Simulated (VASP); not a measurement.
Input of a VASP 6.6.1 run:

File INCAR:

```
PREC = Accurate
ENCUT = 600
EDIFF = 1E-6
ISMEAR = 0
SIGMA = 0.05
LREAL = False
LASPH = True
NELM = 200
ALGO = Normal
ISIF = 2
LWAVE = False
LCHARG = False
ISPIN = 2
MAGMOM = 0 0.8
LORBIT = 11
LMAXMIX = 4
NBANDS = 18
GGA_COMPAT = False
```

Contents of KPOINTS:

```
Automatic mesh
0
Gamma
  12 12 12
```

Contents of POSCAR:

```
AlNi
1.0
    2.8810014521      0.0000000000      0.0000000000
    0.0000000000      2.8810014521      0.0000000000
    0.0000000000      0.0000000000      2.8810014521
Al Ni
1 1
Direct
    0.0000000000      0.0000000000      0.0000000000
    0.5000000000      0.5000000000      0.5000000000
```

Potentials or basis: VASP PAW LDA potentials, release 64 (Al, Ni).

Command:

```console
$ cat potpaw_LDA.64/Al/POTCAR potpaw_LDA.64/Ni/POTCAR > POTCAR
$ mpirun -np 1 vasp_std > vasp.out
```

(1) Estimate the net moment.

(2) Predict the pressure.

## Answers

(1) 0.00 μB per cell.

(2) -8.2 GPa.
